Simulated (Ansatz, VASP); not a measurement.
**S: VASP beside Ansatz**

```xyz
2
Lattice="3.2690 0.0000 0.0000 -1.6345 2.8310 0.0000 0.0000 0.0000 3.5899" Properties=species:S:1:pos:R:3 pbc="T T T"
S     0.0000    1.8874    0.8975
S     1.6345    0.9437    2.6924
```

Alike in both runs: functional r2SCAN; k mesh 6 × 6 × 4; occupations gaussian, width 0.1 eV; no spin polarisation.

Ansatz relaxed the structure, and its values are those at the end. VASP's run is a single point on that final structure, the one shown.

|  | VASP | Ansatz |
| --- | --- | --- |
| version | VASP 6.6.1 | Ansatz 0.2.0 |
| potentials or method | VASP PAW PBE potentials, release 64 (S), cutoff 520 eV | scalar-relativistic, plane waves, PAW |
| valence electrons in the cell | 12 | 12 |

Ansatz gave:

| Item | Value |
| --- | --- |
| gap on the k mesh at the Fermi level (eV) | none |
| pressure (GPa) | 0.0 |

Task: Which values does VASP return?

Result: gap on the k mesh at the Fermi level (eV): none; pressure (GPa): -0.2.

VASP's potentials were made for PBE, not for r2SCAN. A gap of «none» marks a metal or a gap that the smearing closes. With one functional, cell and mesh, what is left measures potentials, basis and numerics.

The k mesh is coarse, so the values compare programs but aren't converged.
